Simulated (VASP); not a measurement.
# In (Pm-3m) in VASP: a series of runs

The runs below take In through single point, relaxation of cell and atoms, with PBE.

Everything below comes from runs of VASP 6.6.1. Logs are shortened: lines on timing, memory, paths and dates and some standing lists are left out, and cuts for length are marked.

### 1 The cell of the first run

It takes space group Pm-3m (No. 221, cubic). Conventional cell: a = 2.833 Å, b = 2.833 Å, c = 2.833 Å, α = 90.00°, β = 90.00°, γ = 90.00°. Within 3.7 Å of In (site symmetry m-3m) lie 6 In at 2.83 Å.

### 2 Single point, PBE

Contents of INCAR:

```
SYSTEM = In
ALGO = Normal
EDIFF = 1E-6
ENCUT = 500
GGA = PE
GGA_COMPAT = .False.
ISIF = 2
ISMEAR = -1
LASPH = .True.
LCHARG = .False.
LREAL = .False.
LWAVE = .False.
NBANDS = 12
NELM = 120
PREC = Accurate
SIGMA = 0.08
```

Contents of KPOINTS:

```
k-points
0
Gamma
  13 13 13
  0 0 0
```

Contents of POSCAR:

```
In
1.0
    2.8325572727      0.0000000000      0.0000000000
    0.0000000000      2.8325572727      0.0000000000
    0.0000000000      0.0000000000      2.8325572727
In
1
Direct
    0.0000000000      0.0000000000      0.0000000000
```

Potentials or basis: VASP PAW PBE potentials, release 64 (In_d).

Started as:

```
cat potpaw_PBE.64/In_d/POTCAR > POTCAR
mpirun -np 1 vasp_std > vasp.out
```

OUTCAR:

```text
SYSTEM = In
   EDIFF = 1E-6
   ENCUT = 500
   GGA = PE
   ISIF = 2
   ISMEAR = -1
   LASPH = .True.
   LREAL = .False.
   NELM = 120
   PREC = Accurate

 ion  position               nearest neighbor table
   1  0.000  0.000  0.000-

  LATTYP: Found a simple cubic cell.
 ALAT       =     2.8325572727

  Lattice vectors:

 A1 = (   2.8325572727,   0.0000000000,   0.0000000000)
 A2 = (   0.0000000000,   2.8325572727,   0.0000000000)
 A3 = (   0.0000000000,   0.0000000000,   2.8325572727)

Analysis of symmetry for initial positions (statically):
=====================================================================
 Subroutine PRICEL returns:
 Original cell was already a primitive cell.

 Routine SETGRP: Setting up the symmetry group for a
 simple cubic supercell.

 Subroutine GETGRP returns: Found 48 space group operations
 (whereof 48 operations were pure point group operations)
 out of a pool of 48 trial point group operations.

The static configuration has the point symmetry O_h .

Analysis of symmetry for dynamics (positions and initial velocities):
=====================================================================
 Subroutine PRICEL returns:
 Original cell was already a primitive cell.

 Routine SETGRP: Setting up the symmetry group for a
 simple cubic supercell.

 Subroutine GETGRP returns: Found 48 space group operations
 (whereof 48 operations were pure point group operations)
 out of a pool of 48 trial point group operations.

The dynamic configuration has the point symmetry O_h .

 Subroutine INISYM returns: Found 48 space group operations
 (whereof 48 operations are pure point group operations),
 and found     1 'primitive' translations

----------------------------------------------------------------------------------------

                                     Primitive cell

  volume of cell :      22.7267

  direct lattice vectors                    reciprocal lattice vectors
     2.832557273  0.000000000  0.000000000     0.353037875  0.000000000  0.000000000
     0.000000000  2.832557273  0.000000000     0.000000000  0.353037875  0.000000000
     0.000000000  0.000000000  2.832557273     0.000000000  0.000000000  0.353037875

  length of vectors
     2.832557273  2.832557273  2.832557273     0.353037875  0.353037875  0.353037875

  position of ions in fractional coordinates (direct lattice)
     0.000000000  0.000000000  0.000000000

  ion indices of the primitive-cell ions
   primitive index   ion index
                 1           1

----------------------------------------------------------------------------------------

 KPOINTS: k-points

Automatic generation of k-mesh.
 Grid dimensions read from file:
 generate k-points for:   13   13   13

 Generating k-lattice:

  Cartesian coordinates                     Fractional coordinates (reciprocal lattice)
     0.027156760  0.000000000  0.000000000     0.076923077  0.000000000  0.000000000
     0.000000000  0.027156760  0.000000000     0.000000000  0.076923077  0.000000000
     0.000000000  0.000000000  0.027156760     0.000000000  0.000000000  0.076923077

  Length of vectors
     0.027156760  0.027156760  0.027156760

  Shift w.r.t. Gamma in fractional coordinates (k-lattice)
     0.000000000  0.000000000  0.000000000

 Subroutine IBZKPT returns following result:
 ===========================================

 Found     84 irreducible k-points:

 Following reciprocal coordinates:
            Coordinates               Weight
  0.000000  0.000000  0.000000      1.000000
  0.076923  0.000000  0.000000      6.000000
  0.153846  0.000000  0.000000      6.000000
  0.230769  0.000000  0.000000      6.000000
  0.307692  0.000000  0.000000      6.000000
  0.384615  0.000000  0.000000      6.000000
[... 16 lines left out ...]
  0.307692  0.307692  0.000000     12.000000
  0.384615  0.307692  0.000000     24.000000
 [... further k-points ...]
   k-points           NKPTS =     84   k-points in BZ     NKDIM =     84   number of bands    NBANDS=     12
   number of dos      NEDOS =    301   number of ions     NIONS =      1
   total plane-waves  NPLWV =  13824
   dimension x,y,z NGX =    24 NGY =   24 NGZ =   24
   dimension x,y,z NGXF=    48 NGYF=   48 NGZF=   48
   ions per type =               1
   NGX,Y,Z   is equivalent  to a cutoff of  14.09, 14.09, 14.09 a.u.
   NGXF,Y,Z  is equivalent  to a cutoff of  28.17, 28.17, 28.17 a.u.
 SYSTEM =  In
   PREC   = accura    normal or accurate (medium, high low for compatibility)
   ISTART =      0    job   : 0-new  1-cont  2-samecut
   ICHARG =      2    charge: 1-file 2-atom 10-const
   ISPIN  =      1    spin polarized calculation?
   LNONCOLLINEAR =      F non collinear calculations
   LSORBIT =      F    spin-orbit coupling
   LASPH  =      T    aspherical Exc in radial PAW
   ENCUT  =  500.0 eV  36.75 Ry    6.06 a.u.   5.16  5.16  5.16*2*pi/ulx,y,z
   NELM   =    120;   NELMIN=  2; NELMDL= -5     # of ELM steps
   EDIFF  = 0.1E-05   stopping-criterion for ELM
   LREAL  =      F    real-space projection
   EDIFFG = 0.1E-04   stopping-criterion for IOM
   NSW    =      0    number of steps for IOM
   IBRION =     -1    ionic relax: 0-MD 1-quasi-New 2-CG
   NFREE  =      0    steps in history (QN), initial steepest desc. (CG)
   ISIF   =      2    stress and relaxation
   ISYM   =      2    0-nonsym 1-usesym 2-fastsym
   POTIM  = 0.5000    time-step for ionic-motion
   TEBEG  =    0.0;   TEEND  =   0.0 temperature during run
   PSTRESS=    0.0 pullay stress
   NELECT =      13.0000    total number of electrons
   NUPDOWN=      -1.0000    fix difference up-down
   EMIN   =  10.00;   EMAX   =-10.00  energy-range for DOS
   EFERMI =   0.00;   METHOD = LEGACY
   ISMEAR =    -1;   SIGMA  =   0.08  broadening in eV -4-tet -1-fermi 0-gaus
   EFERMI_NEDOS =   21; number of points for ismear=-14 and -15
   IALGO  =     38    algorithm
   IMIX   =      4    mixing-type and parameters
     AMIX     =   0.40;   BMIX     =  1.00
     AMIX_MAG =   1.60;   BMIX_MAG =  1.00
  volume/ion in A,a.u.               =      22.73       153.37
  Fermi-wavevector in a.u.,A,eV,Ry     =   1.358972  2.568085 25.127315  1.846806
  Thomas-Fermi vector in A             =   2.485760
   LORBIT       =      0    0 simple, 1 ext, 2 COOP (PROOUT), +10 PAW based schemes
   GGA     = PE    functional components
   LHFCALC =     F    Hartree Fock is set to
   AEXX    =    0.0000 exact exchange contribution
   IVDW    =     0    specifies the selected vdW correction
   LEPSILON=     F    determine dielectric tensor
   LRPA    =     F    only Hartree local field effects (RPA)
 non-spin polarized calculation
  energy-cutoff  :      500.00
  volume of cell :       22.73
 maximum number of plane-waves:       591
 NGX is ok and might be reduce to    24
   NGX = 11   NGY = 11   NGZ = 11

 number of electron      13.0000004 magnetization

 Free energy of the ion-electron system (eV)
  ---------------------------------------------------
  ext. energy  EPLUGINS =         0.00000000
  ---------------------------------------------------
  free energy    TOTEN  =        -2.20296013 eV

  energy without entropy =       -2.19344048  energy(sigma->0) =       -2.19820031

 E-fermi :   9.0366     XC(G=0): -10.8642

 val. band max:        8.9685266921   @ k =   0.3077   0.0000   0.0000
 cond. band min:       9.0705304081   @ k =   0.3846   0.3077   0.1538
 fundamental gap:      0.1020037160
 Fermi energy:         9.0365973615

 k-point     1 :       0.0000    0.0000    0.0000
  band No.  band energies     occupation
      1      -6.5152      2.00000
      2      -6.5152      2.00000
      3      -5.2822      2.00000
      4      -5.2822      2.00000
      5      -5.2822      2.00000
      6      -1.5180      2.00000
      7      17.4733      0.00000
      8      17.4733      0.00000
      9      17.4733      0.00000
     10      21.0884      0.00000
     11      21.0884      0.00000
     12      22.8057      0.00000

 k-point     2 :       0.0769    0.0000    0.0000
  band No.  band energies     occupation
      1      -6.5101      2.00000
      2      -6.4688      2.00000
      3      -5.3029      2.00000
      4      -5.3029      2.00000
      5      -5.2805      2.00000
      6      -1.3978      2.00000
      7      16.0330      0.00000
      8      17.6215      0.00000
      9      17.6215      0.00000
     10      21.1312      0.00000
     11      21.8400      0.00000
     12      23.6822      0.00000

 k-point     3 :       0.1538    0.0000    0.0000
  band No.  band energies     occupation
      1      -6.4961      2.00000
      2      -6.3418      2.00000
      3      -5.3596      2.00000
      4      -5.3596      2.00000
      5      -5.2757      2.00000
      6      -1.0318      2.00000
      7      13.6508      0.00000
      8      18.0557      0.00000
      9      18.0557      0.00000
     10      21.2596      0.00000
     11      22.2140      0.00000
     12      26.2428      0.00000
[... 286 lines left out ...]
 k-point    23 :       0.3077    0.3077    0.0000
  band No.  band energies     occupation
      1      -6.1991      2.00000
      2      -5.8789      2.00000
      3      -5.5345      2.00000
      4      -5.4970      2.00000
      5      -5.4852      2.00000
      6       2.4037      2.00000
      7      10.0783      0.00000
      8      11.7114      0.00000
      9      18.8690      0.00000
     10      21.9098      0.00000
     11      23.2890      0.00000
     12      27.2523      0.00000

 k-point    24 :       0.3846    0.3077    0.0000
  band No.  band energies     occupation
      1      -6.1627      2.00000
      2      -5.9757      2.00000
      3      -5.5562      2.00000
      4      -5.4822      2.00000
      5      -5.3659      2.00000
      6       3.4939      2.00000
      7       8.5684      1.99427
      8      12.1140      0.00000
      9      17.1416      0.00000
     10      22.9850      0.00000
     11      23.8006      0.00000
     12      26.5959      0.00000

 [... further k-points ...]

------------------------ aborting loop because EDIFF is reached ----------------------------------------

  FORCE on cell =-STRESS in cart. coord.  units (eV):
  Direction    XX          YY          ZZ          XY          YZ          ZX
  --------------------------------------------------------------------------------------
  -------------------------------------------------------------------------------------
  Total        2.2789607      2.2789607      2.2789607      0.0000000     -0.0000000      0.0000000
  in kB      160.6613123    160.6613123    160.6613123      0.0000000     -0.0000000      0.0000000
  external PRESSURE =     160.6613123 kB  Pullay stress =       0.0000000 kB

 VOLUME and BASIS-vectors are now :
 -----------------------------------------------------------------------------
  energy-cutoff  :      500.00
  volume of cell :       22.73
      direct lattice vectors                 reciprocal lattice vectors
     2.832557273  0.000000000  0.000000000     0.353037875  0.000000000  0.000000000
     0.000000000  2.832557273  0.000000000     0.000000000  0.353037875  0.000000000
     0.000000000  0.000000000  2.832557273     0.000000000  0.000000000  0.353037875

 POSITION                                       TOTAL-FORCE (eV/Angst)
 -----------------------------------------------------------------------------------
      0.00000      0.00000      0.00000         0.000000      0.000000      0.000000
 -----------------------------------------------------------------------------------
    total drift:                                0.000000     -0.000000      0.000000

  FREE ENERGIE OF THE ION-ELECTRON SYSTEM (eV)
  ---------------------------------------------------
  free  energy   TOTEN  =        -2.2029601313 eV

  energy  without entropy=       -2.1934404813  energy(sigma->0) =       -2.19820031
```

Wall time 24 s (1 thread of Intel Xeon 8259CL, shared host); peak memory 0.15 GiB.

What came out:

- Free energy: -2.2030 eV
- Pressure: 16.1 GPa

Levels at points of the mesh, in eV from the Fermi level:
| k point | band 4 | band 5 | band 6 | band 7 | band 8 | band 9 |
| --- | --- | --- | --- | --- | --- | --- |
| (0.00, 0.00, 0.00) | -14.32 | -14.32 | -10.55 | 8.44 | 8.44 | 8.44 |

Caveat: spin-orbit coupling is left out, which moves the levels of the heavy elements.

### 3 Relaxation of cell and atoms, PBE, target pressure 16 GPa, at which the enthalpy is minimised

This run uses another cell than the first one, of 22.79 Å³/atom, 1.003 times its volume.

Contents of INCAR:

```
  PREC = Accurate
  ENCUT = 500
  EDIFF = 1E-7
  ISMEAR = -1
  SIGMA = 0.08
  LREAL = False
  LASPH = True
  NELM = 120
  ALGO = Normal
  ISIF = 3
  LWAVE = False
  LCHARG = False
  GGA = PE
  IBRION = 2
  NSW = 60
  EDIFFG = -0.005
  PSTRESS = 160.0
  GGA_COMPAT = False
  NELMIN = 4
```

Contents of KPOINTS:

```
regular mesh
0
Gamma
  13 13 13
```

Contents of POSCAR:

```
In
1.0
    2.8352142630      0.0000000000      0.0000000000
    0.0000000000      2.8352142630      0.0000000000
    0.0000000000      0.0000000000      2.8352142630
In
1
Direct
    0.0000000000      0.0000000000      0.0000000000
```

Potentials or basis: VASP PAW PBE potentials, release 64 (In_d).

Started as:

```
cat potpaw_PBE.64/In_d/POTCAR > POTCAR
mpirun -np 1 vasp_std > vasp.out
```

It took 66 s on 1 thread of Intel Xeon 8259CL, shared host; peak memory 0.15 GiB.

Results (log left out):

* Free energy: -2.2031 eV
* Relaxed volume: 22.73 Å³/atom
* Relaxed cell: a = 2.833 Å, b = 2.833 Å, c = 2.833 Å, α = 90.00°, β = 90.00°, γ = 90.00°
* Space group after relaxing (to 0.05 Å): Pm-3m (No. 221)
* Energy change on relaxing (the enthalpy is what falls): +6.2 meV/atom
* Ionic steps: 3
* Pressure after relaxing: 16.0 GPa

Step by step:
```tsv
step	energy change (eV)	largest force (eV/Å)	pressure (GPa)	volume (Å³)
1	0.0000	0.0000	15.73	22.79
2	0.0128	0.0000	16.32	22.66
3	0.0062	0.0000	16.01	22.73
```

Final structure:
```xyz
1
Lattice="2.8326 0.0000 0.0000 0.0000 2.8326 0.0000 0.0000 0.0000 2.8326" Properties=species:S:1:pos:R:3 pbc="T T T"
In    0.0000    0.0000    0.0000
```

Levels at points of the mesh, in eV from the Fermi level:
```csv
k point,band 2,band 3,band 4,band 5,band 6,band 7,band 8,band 9,band 10
"(0.00, 0.00, 0.00)",-15.55,-14.32,-14.32,-14.32,-10.55,8.44,8.44,8.44,12.05
```

Caveat: the cell is relaxed towards a set pressure, so the enthalpy falls and the energy may rise; spin-orbit coupling is left out, which moves the levels of the heavy elements.

### 4 Relaxation of cell and atoms, PBE, target pressure 16 GPa, at which the enthalpy is minimised

Contents of INCAR:

```
ALGO = Normal
EDIFF = 1E-7
EDIFFG = -0.005
ENCUT = 500
GGA = PE
GGA_COMPAT = False
IBRION = 2
ISIF = 3
ISMEAR = -1
LASPH = True
LCHARG = False
LREAL = False
LWAVE = False
NELM = 120
NELMIN = 4
NSW = 32
PREC = Accurate
PSTRESS = 160.0
SIGMA = 0.08
```

Contents of KPOINTS:

```
k-points
0
Gamma
  13 13 13
```

Contents of POSCAR:

```
In
1.0
    2.8325572727      0.0000000000      0.0000000000
    0.0000000000      2.8325572727      0.0000000000
    0.0000000000      0.0000000000      2.8325572727
In
1
Direct
    0.0000000000      0.0000000000      0.0000000000
```

Potentials or basis: VASP PAW PBE potentials, release 64 (In_d).

Started as:

```
cat potpaw_PBE.64/In_d/POTCAR > POTCAR
mpirun -np 1 vasp_std > vasp.out
```

OUTCAR:

```text
EDIFF = 1E-7
   EDIFFG = -0.005
   ENCUT = 500
   GGA = PE
   IBRION = 2
   ISIF = 3
   ISMEAR = -1
   LASPH = True
   LREAL = False
   NELM = 120
   NELMIN = 4
   NSW = 32
   PREC = Accurate
   PSTRESS = 160.0

 ion  position               nearest neighbor table
   1  0.000  0.000  0.000-

  LATTYP: Found a simple cubic cell.
 ALAT       =     2.8325572727

  Lattice vectors:

[... 494 lines left out ...]
     10      22.9850      0.00000

 [... further k-points ...]

------------------------ aborting loop because EDIFF is reached ----------------------------------------

  FORCE on cell =-STRESS in cart. coord.  units (eV):
  Direction    XX          YY          ZZ          XY          YZ          ZX
  --------------------------------------------------------------------------------------
  -------------------------------------------------------------------------------------
  Total        2.2718318      2.2718318      2.2718318      0.0000000     -0.0000000      0.0000000
  in kB      160.1587464    160.1587464    160.1587464      0.0000000     -0.0000000      0.0000000
  external PRESSURE =       0.1587464 kB  Pullay stress =     160.0000000 kB

 VOLUME and BASIS-vectors are now :
 -----------------------------------------------------------------------------
  energy-cutoff  :      500.00
  volume of cell :       22.73
      direct lattice vectors                 reciprocal lattice vectors
     2.832557273  0.000000000  0.000000000     0.353037875  0.000000000  0.000000000
     0.000000000  2.832557273  0.000000000     0.000000000  0.353037875  0.000000000
     0.000000000  0.000000000  2.832557273     0.000000000  0.000000000  0.353037875

 POSITION                                       TOTAL-FORCE (eV/Angst)
 -----------------------------------------------------------------------------------
      0.00000      0.00000      0.00000         0.000000      0.000000      0.000000
 -----------------------------------------------------------------------------------
    total drift:                                0.000000     -0.000000      0.000000

  FREE ENERGIE OF THE ION-ELECTRON SYSTEM (eV)
  ---------------------------------------------------
  free  energy   TOTEN  =        -2.2029604663 eV

  energy  without entropy=       -2.1934410321  energy(sigma->0) =       -2.19820075

  enthalpy is  TOTEN    =         0.0666195545 eV   P V=        2.2695800208

 reached required accuracy - stopping structural energy minimisation
```

OSZICAR:

```text
N       E                     dE             d eps       ncg     rms          rms(c)
DAV:   1     0.715641371125E+02    0.71564E+02   -0.64775E+03  1686   0.170E+03
DAV:   2     0.299390205254E+00   -0.71265E+02   -0.70196E+02  1696   0.295E+02
DAV:   3    -0.219849522404E+01   -0.24979E+01   -0.24912E+01  2006   0.646E+01
DAV:   4    -0.225213977397E+01   -0.53645E-01   -0.53630E-01  2126   0.905E+00
DAV:   5    -0.225439857766E+01   -0.22588E-02   -0.22587E-02  2130   0.153E+00    0.379E+00
DAV:   6    -0.221221237515E+01    0.42186E-01   -0.77261E-02  1986   0.667E+00    0.181E+00
DAV:   7    -0.220358494173E+01    0.86274E-02   -0.23174E-02  2436   0.341E+00    0.350E-01
DAV:   8    -0.220294035619E+01    0.64459E-03   -0.13356E-03  1928   0.689E-01    0.399E-02
DAV:   9    -0.220296096336E+01   -0.20607E-04   -0.36120E-05  2334   0.975E-02    0.181E-02
DAV:  10    -0.220296056120E+01    0.40216E-06   -0.34563E-06  1978   0.298E-02    0.591E-03
DAV:  11    -0.220296070406E+01   -0.14286E-06   -0.89083E-08  1466   0.467E-03    0.340E-03
DAV:  12    -0.220296045284E+01    0.25122E-06   -0.33225E-08  1120   0.360E-03    0.600E-04
DAV:  13    -0.220296046633E+01   -0.13485E-07   -0.55934E-09  1016   0.104E-03
   1 F= 0.66619554E-01 E0= 0.71379272E-01  d E =0.666196E-01
```

Run time: 30 s. Hardware: 1 thread of Intel Xeon 8259CL, shared host; peak memory 0.15 GiB.

What came out:

- Free energy: -2.2030 eV
- Pressure after relaxing: 16.0 GPa

Final structure:
```yaml
crystal:
  lattice:
    - [2.83256, 0.00000, 0.00000]
    - [0.00000, 2.83256, 0.00000]
    - [0.00000, 0.00000, 2.83256]
  atoms:
    - { symbol: In, position: [0.00000, 0.00000, 0.00000] }
```

Caveat: the relaxation stopped at its first step, so nothing moved; the cell is relaxed towards a set pressure, so the enthalpy falls and the energy may rise; spin-orbit coupling is left out, which moves the levels of the heavy elements.

### 5 Summary

| task | cell | gap on the mesh (eV) | pressure (GPa) |
| --- | --- | --- | --- |
| single point | a = 2.833 Å, 1 atom | none | 16.1 |
| relaxation of cell and atoms | relaxed to 16 GPa from a = 2.835 Å, 1 atom | none | 16.0 |
| relaxation of cell and atoms | relaxed to 16 GPa from a = 2.833 Å, 1 atom | none | 16.0 |

Alike in all rows: level PBE; potentials or basis VASP PAW PBE potentials, release 64 (In_d); no spin polarisation; k mesh 13 × 13 × 13; cutoff (eV) 500; smearing fermi-dirac 0.08 eV.

Caveats: spin-orbit coupling is left out, which moves the levels of the heavy elements; the cell is relaxed towards a set pressure, so the enthalpy falls and the energy may rise (some runs); the relaxation stopped at its first step, so nothing moved (some runs).

Absolute energies hang on the potentials; compare differences alone.
